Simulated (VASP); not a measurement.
MoS2:

```
Mo S
1.0
     3.16900    0.00000    0.00000
    -1.58450    2.74444    0.00000
     0.00000    0.00000   12.32400
Mo S
2 4
Direct
  0.33333 0.66667 0.25000
  0.66667 0.33333 0.75000
  0.33333 0.66667 0.62300
  0.66667 0.33333 0.12300
  0.33333 0.66667 0.87700
  0.66667 0.33333 0.37700
```

Base run:

- Program: VASP 6.6.1
- Functional: PBE
- Potentials or basis: VASP PAW PBE potentials, release 64 (Mo_sv, S)
- Cutoff: 520 eV
- k mesh: 7 × 7 × 2
- Occupations: gaussian, width 0.15 eV
- Spin: no spin polarisation

Its results: band gap on the k mesh 1.00 eV (least direct gap 2.05 eV); pressure 1.8 GPa; largest force 0.078 eV/Å.

**Question.** After a change of settings the same cell gave: band gap on the k mesh 1.11 eV (least direct gap 1.63 eV); pressure 1.9 GPa; largest force 0.300 eV/Å. Which change was it?
A. k mesh from 7 × 7 × 2 to 10 × 10 × 3
B. k mesh from 7 × 7 × 2 to 3 × 3 × 1
C. k mesh from 7 × 7 × 2 to 5 × 5 × 2

**Answer.** B.

Caveats: some runs use coarse meshes; an odd mesh through Γ misses points on the zone boundary, where band edges can lie; this functional lacks dispersion, which binds the layers, so the pressure and a relaxed spacing across them are unreliable.
